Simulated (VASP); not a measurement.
# As: single point with r2SCAN

The system is As.

```
CELL_PARAMETERS angstrom
0.00000 2.95072 2.95072
2.95072 0.00000 2.95072
2.95072 2.95072 0.00000
ATOMIC_POSITIONS crystal
As 0.12500 0.12500 0.12500
As 0.87500 0.87500 0.87500
```

This isn't the form of As at room conditions, which is rhombohedral.

- Program: VASP 6.6.1
- Task: single point
- Functional: r2SCAN
- Potentials or basis: VASP PAW PBE potentials, release 64 (As)
- Cutoff: 520 eV
- k mesh: 10 × 10 × 10
- Occupations: fermi-dirac, width 0.1 eV
- Spin: no spin polarisation

```yaml
Pressure: 4.7 GPa
Band_gap_on_the_k_mesh: zero (bands 5 and 6 overlap by 1.76 eV)
```

Levels at points of the mesh, in eV from the Fermi level:
```
           k point  band 1  band 2  band 3  band 4  band 5  band 6  band 7  band 8  band 9  band 10
(0.00, 0.00, 0.00)  -15.12   -5.48   -2.51   -2.51   -2.51    0.56    0.56    0.56    5.45     8.34
(0.50, 0.00, 0.00)  -13.50  -10.20   -3.60   -3.60   -2.75    1.95    1.95    5.66    7.82     8.48
(0.50, 0.50, 0.00)  -11.90  -11.90   -4.83   -4.83   -0.74   -0.74    5.87    5.87    8.49     8.49
```

It took 32 s on 1 thread of Intel(R) Xeon(R) 6975P-C (Granite Rapids), on a shared host, peak memory 0.18 GiB.

Caveat: the cell stands under pressure; the PAW data sets were made with another functional, which shifts forces and pressure a little.
